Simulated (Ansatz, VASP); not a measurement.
**KI: VASP beside Ansatz**

```
K I
1.0
     0.00000    3.50248    3.50248
     3.50248    0.00000    3.50248
     3.50248    3.50248    0.00000
K I
1 1
Direct
  0.00000 0.00000 0.00000
  0.50000 0.50000 0.50000
```

Alike in both runs: task single point; functional PBEsol; k mesh 6 × 6 × 6; no spin polarisation.

|  | VASP | Ansatz |
| --- | --- | --- |
| version | VASP 6.6.1 | Ansatz 0.2.0 |
| potentials or method | VASP PAW PBE potentials, release 64 (K_sv, I) | PAW with Ansatz's default frozen-core files, scalar-relativistic |
| plane-wave cutoff (eV) | 520 | 420 |
| occupations | gaussian, width 0.01 eV | fixed |
| valence electrons in the cell | 16 | 26 |

```tsv
	VASP	Ansatz	Ansatz less VASP
gap on the k mesh at the Fermi level (eV)	3.87	3.87	+0.006
pressure (GPa)	0.1	0.0	-0.04
```

VASP's potentials were made for PBE, not for PBEsol. VASP's potentials hold 16 valence electrons a cell and Ansatz's 26, so a difference there can come from the potentials and not from the codes.

Neither program's run includes spin-orbit coupling.
